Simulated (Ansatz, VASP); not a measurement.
**BIr3: VASP beside Ansatz**

```
B Ir
1.0
     3.74643    0.00000    0.00000
     0.00000    3.74643    0.00000
     0.00000    0.00000    3.74643
B Ir
1 3
Direct
  0.00000 0.00000 0.00000
  0.00000 0.50000 0.50000
  0.50000 0.00000 0.50000
  0.50000 0.50000 0.00000
```

Alike in both runs: functional PBE; k mesh 6 × 6 × 6; occupations gaussian, width 0.1 eV; no spin polarisation.

Ansatz relaxed the structure, and its values are those at the end. VASP's run is a single point on that final structure, the one shown.

```csv
,VASP,Ansatz
version,VASP 6.6.1,Ansatz 0.2.0
potentials or method,"VASP PAW PBE potentials, release 64 (B, Ir), cutoff 520 eV","scalar-relativistic, plane waves, PAW"
valence electrons in the cell,30,54
```

Ansatz gave:

```
gap on the k mesh at the Fermi level (eV) : none
pressure (GPa)                            : -0.1
```

Q: What did VASP give for the same quantities?

A: gap on the k mesh at the Fermi level (eV): none; pressure (GPa): 0.3.

A gap of «none» marks a metal or a gap that the smearing closes. The functional is the same, so the differences come from potentials, cutoffs and numerics. VASP's potentials hold 30 valence electrons a cell and Ansatz's 54, so a difference there can come from the potentials and not from the codes.

Spin-orbit coupling is off throughout.
